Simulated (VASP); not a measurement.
Set up this calculation in VASP 6.6.1, as the native input.

- Task: single point
- Functional: PBE
- Potentials or basis: VASP PAW PBE potentials, release 64 (Ru_pv, Ir)
- Cutoff: 520 eV
- k mesh: 8 × 6 × 2
- Occupations: gaussian, width 0.2 eV
- Spin: no spin polarisation
- Dipole correction: no
- Further INCAR settings: ALGO = Fast; EDIFF = 1e-06; NBANDS = 76

The structure of Ir2Ru lies in POSCAR:

```
Ir2Ru
1.0
    1.3713115599     -2.3751167779      0.0000502572
   -4.1230806761     -2.3801635558     -0.0001502134
   -0.0008141860      0.0000000158    -13.1399414132
Ru Ir
4 8
Direct
    0.5000060342      0.8330743908      0.7499932355
    0.0000434426      0.3331049282      0.7499931215
   -0.0000190296      0.6669344998      0.2500124252
    0.4999926081      0.1669263904      0.2500038407
    0.5000395833      0.8319193668      0.0858700250
    0.0000276160      0.3319250023      0.0858541883
    0.5000255872      0.8319340918      0.4141439790
    0.0000376393      0.3319323032      0.4141344247
   -0.0000661420      0.6680781537      0.9141416418
    0.4999183007      0.1680543094      0.9141361709
   -0.0000174633      0.6680533857      0.5858562618
    0.5000118236      0.1680631777      0.5858606854
```

The input as run:

INCAR

```
ALGO = Fast
EDIFF = 1E-6
ENCUT = 520
GGA = PE
ISIF = 2
ISMEAR = 0
LASPH = True
LCHARG = False
LREAL = False
LWAVE = False
NBANDS = 76
NELM = 60
PREC = Accurate
SIGMA = 0.2
```

KPOINTS

```
k-points
0
Gamma
  8 6 2
```

Potentials or basis: VASP PAW PBE potentials, release 64 (Ru_pv, Ir).

Launch:

```console
$ cat potpaw_PBE.64/Ru_pv/POTCAR potpaw_PBE.64/Ir/POTCAR > POTCAR
$ mpirun -np 1 vasp_std > vasp.out
```

It gave:

- Pressure: 0.2 GPa
- Largest force: 0.024 eV/Å
- Band gap on the k mesh: zero (bands 64 and 65 overlap by 2.12 eV)

Caveat: spin-orbit coupling is left out, which moves the levels of the heavy elements.

Wall time 21 min on 1 thread of Intel(R) Xeon(R) Platinum 8488C (Sapphire Rapids) (shared host), peak memory 0.59 GiB.
